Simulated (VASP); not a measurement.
Mo, 1 atom in the cell. Symmetry: I4/mmm, No. 139, tetragonal system. The conventional cell has a = 2.721 Å, b = 2.721 Å, c = 4.157 Å, α = 90.00°, β = 90.00°, γ = 90.00°. Within 3.6 Å of Mo (site symmetry 4/mmm) lie 12 Mo at 2.72 to 2.83 Å.  This cell differs from its parent crystal: volume 15.384 Å^3 an atom, c/a of the conventional cell 1.0803.

- Program: VASP 6.6.1
- Task: single point
- Functional: PBE
- Potentials or basis: VASP PAW PBE potentials, release 64 (Mo_sv)
- Cutoff: 520 eV
- k mesh: 22 × 22 × 22
- Occupations: gaussian, width 0.15 eV
- Spin: no spin polarisation
- Dipole correction: no
- Further INCAR settings: ALGO = Fast; EDIFF = 1e-06; NBANDS = 13

Potentials or basis: VASP PAW PBE potentials, release 64 (Mo_sv).

Run with:

```sh
$ cat potpaw_PBE.64/Mo_sv/POTCAR > POTCAR
$ mpirun -np 1 vasp_std > vasp.out
```

Hardware: 1 thread of Intel(R) Xeon(R) 6975P-C (Granite Rapids), with other jobs on the host.

Question: Estimate the wall time of this run.

Answer: Wall time 52 s on 1 thread of Intel(R) Xeon(R) 6975P-C (Granite Rapids), with other jobs on the host, peak memory 0.26 GiB. Counts: scf iterations 12, k points 834.
